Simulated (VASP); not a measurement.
Wanted: the native input for a VASP 6.6.1 run.

| Quantity | Value |
| --- | --- |
| Task | single point |
| Functional | PBE |
| Dispersion | D4 |
| Potentials or basis | VASP PAW PBE potentials, release 64 (Sb) |
| Cutoff | 520 eV |
| k mesh | 9 × 6 × 6 |
| Occupations | fermi-dirac, width 0.05 eV |
| Spin | no spin polarisation |
| Dipole correction | no |
| Further INCAR settings | ALGO = Normal; EDIFF = 1e-07; NBANDS = 12 |

The structure of Sb lies in POSCAR:

```
Sb
1.0
    3.0714060435      0.0000000000      0.0130069457
    0.0000000000      4.3022430455      0.0000000000
   -0.0199260340      0.0000000000      4.3297840372
Sb
2
Direct
    0.0008466751      0.2500000000      0.2499441769
    0.9991533249      0.7500000000      0.7500558231
```

This isn't the form of Sb at room conditions, which is rhombohedral.

These files were run (other wordings do the same):

INCAR

```
SYSTEM = Sb
  ALGO = Normal
  EDIFF = 1E-7
  ENCUT = 520
  GGA = PE
  ISIF = 2
  ISMEAR = -1
  IVDW = 13
  LASPH = .True.
  LCHARG = .False.
  LREAL = .False.
  LWAVE = .False.
  NBANDS = 12
  NELM = 60
  PREC = Accurate
  SIGMA = 0.05
```

KPOINTS

```
k-points
0
Gamma
  9 6 6
  0 0 0
```

Potentials or basis: VASP PAW PBE potentials, release 64 (Sb).

Run with:

```bash
$ cat potpaw_PBE.64/Sb/POTCAR > POTCAR
$ mpirun -np 1 vasp_std > vasp.out
```

Results of the run:

```
Pressure                   : 0.0 GPa
Band gap on the k mesh     : zero (bands 5 and 6 overlap by 8.82 eV)
Dispersion energy per atom : -0.538 eV
```

Caveat: spin-orbit coupling is left out, which moves the levels of the heavy elements.

Run time: 19 s on 1 thread of AMD EPYC 9R45 96-Core Processor (Zen 5), on a shared host, peak memory 0.18 GiB.
